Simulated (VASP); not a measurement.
Here is a VASP 6.6.1 calculation.

File INCAR:

```
PREC = Accurate ; ENCUT = 520
EDIFF = 1E-7 ; ISMEAR = 0
SIGMA = 0.1 ; LREAL = False
LASPH = True ; NELM = 100
ALGO = Normal ; ISIF = 2
LWAVE = False ; LCHARG = False
GGA = CA ; NBANDS = 18
```

File KPOINTS:

```
Automatic mesh
0
Gamma
  12 12 10
```

POSCAR

```
PtSe2
1.0
    3.7407277554      0.0000000000      0.0000000000
   -1.8703638777      3.2395652649      0.0000000000
    0.0000000000      0.0000000000      4.7635584590
Pt Se
1 2
Direct
    0.0000000000      0.0000000000      0.0000000000
    0.3333333333      0.6666666667      0.2647044692
    0.6666666667      0.3333333333      0.7352955308
```

Potentials or basis: VASP PAW LDA potentials, release 64 (Pt, Se).

The run is started by

```bash
$ cat potpaw_LDA.64/Pt/POTCAR potpaw_LDA.64/Se/POTCAR > POTCAR
$ mpirun -np 1 vasp_std > vasp.out
```

Problem. Predict the pressure.

Solution. 0.4 GPa.

Problem. Predict the largest force.

Solution. 0.050 eV/Å.

Stress tensor (GPa, compression positive):
```
0.49 0.00 0.00
0.00 0.49 0.00
0.00 0.00 0.30
```
